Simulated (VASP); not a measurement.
# KAg3 (P6_3/mmc) in VASP: single point with PBE

Aim: the single point of KAg3 with PBE.

Program: VASP 6.6.1. These are calculated values, not measurements. Logs are shortened: lines on timing, memory, paths and dates and some standing lists are left out, and cuts for length are marked.

## (1) The cell of the first run

Symmetry: P6_3/mmc, No. 194, hexagonal system. Conventional cell: a = 7.476 Å, b = 7.476 Å, c = 4.718 Å, α = 90.00°, β = 90.00°, γ = 120.00°. Within 5.0 Å of K (site symmetry -6m2) lie 12 Ag at 3.56 to 3.77 Å and 8 K at 4.72 to 4.92 Å. Ag (site symmetry mm2) has 6 Ag at 2.85 to 2.87 Å and 4 K at 3.56 to 3.77 Å within 3.8 Å.

## (2) Single point, PBE

INCAR

```
ALGO = Fast
EDIFF = 1E-7
ENCUT = 520
GGA = PE
ISIF = 2
ISMEAR = 0
LASPH = True
LCHARG = True
LELF = True
LREAL = False
LVHAR = True
LWAVE = False
NBANDS = 52
NELM = 60
PREC = Accurate
SIGMA = 0.1
```

KPOINTS

```
k-points
0
Gamma
  6 6 8
```

POSCAR

```
KAg3
1.0
    7.4755911947      0.0000000000      0.0000000000
   -3.7377955973      6.4740518829      0.0000000000
    0.0000000000      0.0000000000      4.7178214994
K Ag
2 6
Direct
    0.3333333333      0.6666666667      0.2500000000
    0.6666666667      0.3333333333      0.7500000000
    0.8730964472      0.7461928945      0.2500000000
    0.1269035528      0.8730964472      0.7500000000
    0.2538071055      0.1269035528      0.2500000000
    0.1269035528      0.2538071055      0.7500000000
    0.8730964472      0.1269035528      0.2500000000
    0.7461928945      0.8730964472      0.7500000000
```

Potentials or basis: VASP PAW PBE potentials, release 64 (K_sv, Ag).

Run with:

```
$ cat potpaw_PBE.64/K_sv/POTCAR potpaw_PBE.64/Ag/POTCAR > POTCAR
$ mpirun -np 1 vasp_std > vasp.out
```

OUTCAR:

```text
EDIFF = 1E-7
   ENCUT = 520
   GGA = PE
   ISIF = 2
   ISMEAR = 0
   LASPH = True
   LREAL = False
   NELM = 60
   PREC = Accurate

 ion  position               nearest neighbor table
   1  0.333  0.667  0.250-   4 3.56   4 3.56   6 3.56   6 3.56   8 3.56   8 3.56
   2  0.667  0.333  0.750-   7 3.56   7 3.56   3 3.56   3 3.56   5 3.56   5 3.56
   3  0.873  0.746  0.250-   7 2.85   5 2.85   8 2.87   8 2.87   4 2.87   4 2.87   2 3.56   2 3.56

   4  0.127  0.873  0.750-   6 2.85   8 2.85   5 2.87   5 2.87   3 2.87   3 2.87   1 3.56   1 3.56

   5  0.254  0.127  0.250-   7 2.85   3 2.85   6 2.87   6 2.87   4 2.87   4 2.87   2 3.56   2 3.56

   6  0.127  0.254  0.750-   4 2.85   8 2.85   5 2.87   5 2.87   7 2.87   7 2.87   1 3.56   1 3.56

   7  0.873  0.127  0.250-   3 2.85   5 2.85   8 2.87   8 2.87   6 2.87   6 2.87   2 3.56   2 3.56

   8  0.746  0.873  0.750-   4 2.85   6 2.85   3 2.87   3 2.87   7 2.87   7 2.87   1 3.56   1 3.56

  LATTYP: Found a hexagonal cell.
 ALAT       =     7.4755911947
 C/A-ratio  =     0.6310967757

  Lattice vectors:

 A1 = (   7.4755911947,   0.0000000000,   0.0000000000)
 A2 = (  -3.7377955973,   6.4740518829,   0.0000000000)
 A3 = (   0.0000000000,   0.0000000000,   4.7178214994)

Analysis of symmetry for initial positions (statically):
=====================================================================
 Subroutine PRICEL returns:
 Original cell was already a primitive cell.

 Routine SETGRP: Setting up the symmetry group for a
 hexagonal supercell.

 Subroutine GETGRP returns: Found 24 space group operations
 (whereof 12 operations were pure point group operations)
 out of a pool of 24 trial point group operations.

The static configuration has the point symmetry D_3d.
 The point group associated with its full space group is D_6h.

Analysis of symmetry for dynamics (positions and initial velocities):
=====================================================================
 Subroutine PRICEL returns:
 Original cell was already a primitive cell.

 Routine SETGRP: Setting up the symmetry group for a
 hexagonal supercell.

 Subroutine GETGRP returns: Found 24 space group operations
 (whereof 12 operations were pure point group operations)
 out of a pool of 24 trial point group operations.

The dynamic configuration has the point symmetry D_3d.
 The point group associated with its full space group is D_6h.

 Subroutine INISYM returns: Found 24 space group operations
 (whereof 12 operations are pure point group operations),
 and found     1 'primitive' translations

----------------------------------------------------------------------------------------

                                     Primitive cell

  volume of cell :     228.3301

  direct lattice vectors                    reciprocal lattice vectors
     7.475591195  0.000000000  0.000000000     0.133768685  0.077231386  0.000000000
    -3.737795597  6.474051883  0.000000000     0.000000000  0.154462772  0.000000000
     0.000000000  0.000000000  4.717821499     0.000000000  0.000000000  0.211962237

  length of vectors
     7.475591195  7.475591195  4.717821499     0.154462772  0.154462772  0.211962237

  position of ions in fractional coordinates (direct lattice)
     0.333333333  0.666666667  0.250000000
     0.666666667  0.333333333  0.750000000
     0.873096447  0.746192894  0.250000000
     0.126903553  0.873096447  0.750000000
     0.253807106  0.126903553  0.250000000
     0.126903553  0.253807106  0.750000000
     0.873096447  0.126903553  0.250000000
     0.746192894  0.873096447  0.750000000

  ion indices of the primitive-cell ions
   primitive index   ion index
                 1           1
                 2           2
                 3           3
                 4           4
                 5           5
                 6           6
                 7           7
                 8           8

----------------------------------------------------------------------------------------

 KPOINTS: k-points

Automatic generation of k-mesh.
 Grid dimensions read from file:
 generate k-points for:    6    6    8

 Generating k-lattice:

  Cartesian coordinates                     Fractional coordinates (reciprocal lattice)
     0.022294781  0.012871898  0.000000000     0.166666667  0.000000000  0.000000000
     0.000000000  0.025743795  0.000000000     0.000000000  0.166666667  0.000000000
     0.000000000  0.000000000  0.026495280     0.000000000  0.000000000  0.125000000

  Length of vectors
     0.025743795  0.025743795  0.026495280

  Shift w.r.t. Gamma in fractional coordinates (k-lattice)
     0.000000000  0.000000000  0.000000000

 Subroutine IBZKPT returns following result:
 ===========================================

 Found     35 irreducible k-points:

 Following reciprocal coordinates:
            Coordinates               Weight
  0.000000  0.000000  0.000000      1.000000
  0.166667  0.000000  0.000000      6.000000
  0.333333  0.000000  0.000000      6.000000
  0.500000  0.000000  0.000000      3.000000
  0.166667  0.166667  0.000000      6.000000
  0.333333  0.166667  0.000000     12.000000
[... 16 lines left out ...]
  0.166667  0.000000  0.375000     12.000000
  0.333333  0.000000  0.375000     12.000000
 [... further k-points ...]
   k-points           NKPTS =     35   k-points in BZ     NKDIM =     35   number of bands    NBANDS=     52
   number of dos      NEDOS =    301   number of ions     NIONS =      8
   total plane-waves  NPLWV = 112896
   dimension x,y,z NGX =    56 NGY =   56 NGZ =   36
   dimension x,y,z NGXF=   112 NGYF=  112 NGZF=   72
   ions per type =               2   6
   NGX,Y,Z   is equivalent  to a cutoff of  12.45, 12.45, 12.69 a.u.
   NGXF,Y,Z  is equivalent  to a cutoff of  24.91, 24.91, 25.37 a.u.
 SYSTEM =  unknown system
   PREC   = accura    normal or accurate (medium, high low for compatibility)
   ISTART =      0    job   : 0-new  1-cont  2-samecut
   ICHARG =      2    charge: 1-file 2-atom 10-const
   ISPIN  =      1    spin polarized calculation?
   LNONCOLLINEAR =      F non collinear calculations
   LSORBIT =      F    spin-orbit coupling
   LASPH  =      T    aspherical Exc in radial PAW
   ENCUT  =  520.0 eV  38.22 Ry    6.18 a.u.  13.90 13.90  8.77*2*pi/ulx,y,z
   NELM   =     60;   NELMIN=  2; NELMDL= -5     # of ELM steps
   EDIFF  = 0.1E-06   stopping-criterion for ELM
   LREAL  =      F    real-space projection
   EDIFFG = 0.1E-05   stopping-criterion for IOM
   NSW    =      0    number of steps for IOM
   IBRION =     -1    ionic relax: 0-MD 1-quasi-New 2-CG
   NFREE  =      0    steps in history (QN), initial steepest desc. (CG)
   ISIF   =      2    stress and relaxation
   ISYM   =      2    0-nonsym 1-usesym 2-fastsym
   POTIM  = 0.5000    time-step for ionic-motion
   TEBEG  =    0.0;   TEEND  =   0.0 temperature during run
   PSTRESS=    0.0 pullay stress
   NELECT =      84.0000    total number of electrons
   NUPDOWN=      -1.0000    fix difference up-down
   EMIN   =  10.00;   EMAX   =-10.00  energy-range for DOS
   EFERMI =   0.00;   METHOD = LEGACY
   ISMEAR =     0;   SIGMA  =   0.10  broadening in eV -4-tet -1-fermi 0-gaus
   EFERMI_NEDOS =   21; number of points for ismear=-14 and -15
   IALGO  =     68    algorithm
   IMIX   =      4    mixing-type and parameters
     AMIX     =   0.40;   BMIX     =  1.00
     AMIX_MAG =   1.60;   BMIX_MAG =  1.00
  volume/ion in A,a.u.               =      28.54       192.61
  Fermi-wavevector in a.u.,A,eV,Ry     =   1.173042  2.216728 18.721987  1.376027
  Thomas-Fermi vector in A             =   2.309461
   LORBIT       =      0    0 simple, 1 ext, 2 COOP (PROOUT), +10 PAW based schemes
   GGA     = PE    functional components
   LHFCALC =     F    Hartree Fock is set to
   AEXX    =    0.0000 exact exchange contribution
   IVDW    =     0    specifies the selected vdW correction
   LEPSILON=     F    determine dielectric tensor
   LRPA    =     F    only Hartree local field effects (RPA)
 non-spin polarized calculation
 RMM-DIIS sequential band-by-band and
 Gauss-broadening in eV      SIGMA  =   0.10
  energy-cutoff  :      520.00
  volume of cell :      228.33
 maximum number of plane-waves:      6186
 NGX is ok and might be reduce to    56
   NGX = 27   NGY = 27   NGZ = 17

 number of electron      84.0000015 magnetization

 Free energy of the ion-electron system (eV)
  ---------------------------------------------------
  ext. energy  EPLUGINS =         0.00000000
  ---------------------------------------------------
  free energy    TOTEN  =       -17.37783747 eV

  energy without entropy =      -17.36068916  energy(sigma->0) =      -17.36926331

 E-fermi :   3.2577     XC(G=0):  -8.9412

 val. band max:        3.2184371504   @ k =   0.5000   0.0000   0.5000
 cond. band min:       3.2606598386   @ k =   0.1667   0.0000   0.1250
 fundamental gap:      0.0422226881
 Fermi energy:         3.2577234740

 k-point     1 :       0.0000    0.0000    0.0000
  band No.  band energies     occupation
      1     -27.4756      2.00000
      2     -27.4734      2.00000
      3     -10.9992      2.00000
      4     -10.9878      2.00000
      5     -10.9878      2.00000
      6     -10.9865      2.00000
[... 44 lines left out ...]
     51       8.8414      0.00000
     52       8.9265      0.00000

 k-point     2 :       0.1667    0.0000    0.0000
  band No.  band energies     occupation
      1     -27.4755      2.00000
      2     -27.4735      2.00000
      3     -10.9984      2.00000
      4     -10.9889      2.00000
      5     -10.9873      2.00000
      6     -10.9873      2.00000
[... 44 lines left out ...]
     51       8.1445      0.00000
     52       9.1189      0.00000
[... 1153 lines left out ...]
     51       8.6660      0.00000
     52       9.0629      0.00000

 k-point    24 :       0.3333    0.0000    0.3750
  band No.  band energies     occupation
      1     -27.4736      2.00000
      2     -27.4731      2.00000
      3     -11.0312      2.00000
      4     -11.0285      2.00000
      5     -10.9774      2.00000
      6     -10.9741      2.00000
[... 44 lines left out ...]
     51       8.2827      0.00000
     52       9.2094      0.00000

 [... further k-points ...]

------------------------ aborting loop because EDIFF is reached ----------------------------------------

  FORCE on cell =-STRESS in cart. coord.  units (eV):
  Direction    XX          YY          ZZ          XY          YZ          ZX
  --------------------------------------------------------------------------------------
  -------------------------------------------------------------------------------------
  Total       -0.0766227     -0.0766227     -0.0555396     -0.0000000      0.0000000     -0.0000000
  in kB       -0.5376565     -0.5376565     -0.3897174     -0.0000000      0.0000000     -0.0000000
  external PRESSURE =      -0.4883435 kB  Pullay stress =       0.0000000 kB

 VOLUME and BASIS-vectors are now :
 -----------------------------------------------------------------------------
  energy-cutoff  :      520.00
  volume of cell :      228.33
      direct lattice vectors                 reciprocal lattice vectors
     7.475591195  0.000000000  0.000000000     0.133768685  0.077231386  0.000000000
    -3.737795597  6.474051883  0.000000000     0.000000000  0.154462772  0.000000000
     0.000000000  0.000000000  4.717821499     0.000000000  0.000000000  0.211962237

 POSITION                                       TOTAL-FORCE (eV/Angst)
 -----------------------------------------------------------------------------------
     -0.00000      4.31603      1.17946        -0.000000     -0.000000     -0.000000
      3.73780      2.15802      3.53837        -0.000000      0.000000     -0.000000
      3.73780      4.83089      1.17946         0.000000      0.011065     -0.000000
     -2.31478      5.65247      3.53837        -0.009583      0.005533     -0.000000
      1.42302      0.82158      1.17946        -0.009583     -0.005533      0.000000
      0.00000      1.64316      3.53837        -0.000000     -0.011065      0.000000
      6.05257      0.82158      1.17946         0.009583     -0.005533      0.000000
      2.31478      5.65247      3.53837         0.009583      0.005533     -0.000000
 -----------------------------------------------------------------------------------
    total drift:                               -0.000000      0.000000      0.000000

  FREE ENERGIE OF THE ION-ELECTRON SYSTEM (eV)
  ---------------------------------------------------
  free  energy   TOTEN  =       -17.3778374674 eV

  energy  without entropy=      -17.3606891605  energy(sigma->0) =      -17.36926331
```

Run time: 8.2 min. Hardware: 1 thread of Intel Xeon Platinum 8488C (Sapphire Rapids), shared host; peak memory 0.52 GiB.

Results:

| Quantity | Value |
| --- | --- |
| Free energy | -17.3778 eV |
| Pressure | 0.0 GPa |
| Largest force | 0.011 eV/Å |
| Band gap on the k mesh | zero (bands 42 and 43 overlap by 1.32 eV) |

Forces on the atoms (eV/Å):
```
K    0.000  0.000  0.000
K    0.000  0.000  0.000
Ag   0.000  0.011  0.000
Ag  -0.010  0.006  0.000
Ag  -0.010 -0.006  0.000
Ag   0.000 -0.011  0.000
Ag   0.010 -0.006  0.000
Ag   0.010  0.006  0.000
```

The gap in the log of VASP goes by the Fermi energy; the results here count the filled bands.